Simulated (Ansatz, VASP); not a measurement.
Eu: VASP beside Ansatz

INCAR

```
ALGO = Normal
EDIFF = 1E-7
ENCUT = 520
GGA = CA
ISIF = 2
ISMEAR = -1
ISPIN = 2
LASPH = T
LCHARG = F
LMAXMIX = 6
LORBIT = 11
LREAL = F
LWAVE = F
MAGMOM = 7
NBANDS = 18
NELM = 150
PREC = Accurate
SIGMA = 0.05
```

File KPOINTS:

```
k-points
0
Gamma
  11 11 11
```

File POSCAR:

```
Eu
1.0
    2.9589484411      0.0000000000      0.0000000000
    0.0000000000      2.9589484411      0.0000000000
    0.0000000000      0.0000000000      2.9589484411
Eu
1
Direct
    0.0000000000      0.0000000000      0.0000000000
```

Input for Ansatz:

```yaml
crystal:
  lattice:
    - [2.9589484411, 0.0, 0.0]
    - [0.0, 2.9589484411, 0.0]
    - [0.0, 0.0, 2.9589484411]
  atoms:
    - { symbol: Eu, position: [0.0, 0.0, 0.0], spin: 7.0 }
magnetization:
  spin_polarized: true
kpoints:
  mp_grid: { grid: [11, 11, 11] }
scf:
  occupations: { method: fermi_dirac, width: 0.05 }
hamiltonian:
  xc: lda
  pseudopotentials: { kind: paw }
output:
  forces: true
  stress: true
  eigenvalues: true
  populations: true
```

Change from the starting cell: volume scaled by 0.78, PAW files.

Alike in both runs: task single point; functional LDA; k mesh 11 × 11 × 11; occupations fermi-dirac, width 0.05 eV; collinear spin.

|  | VASP | Ansatz |
| --- | --- | --- |
| version | VASP 6.6.1 | Ansatz 0.2.0 |
| potentials or method | VASP PAW PBE potentials, release 64 (Eu) | PAW with Ansatz's default frozen-core files, scalar-relativistic |
| plane-wave cutoff (eV) | 520 | 420 |
| valence electrons in the cell | 17 | 17 |

VASP gave:

- pressure (GPa): 7.7
- net moment per atom (μB): 7.20
- size of the moment on the site where the two differ most (μB): 6.74

Task: Estimate Ansatz's values.

Result: Pressure (GPa): 7.7; net moment per atom (μB): 7.23; size of the moment on the site where the two differ most (μB): 6.86.

VASP's potentials were made for PBE, not for LDA. LDA's correlation is that of Perdew and Zunger in VASP and of Perdew and Wang (1992) in Ansatz. Site moments also hang on the region over which each program counts them.

Neither program's run includes spin-orbit coupling.
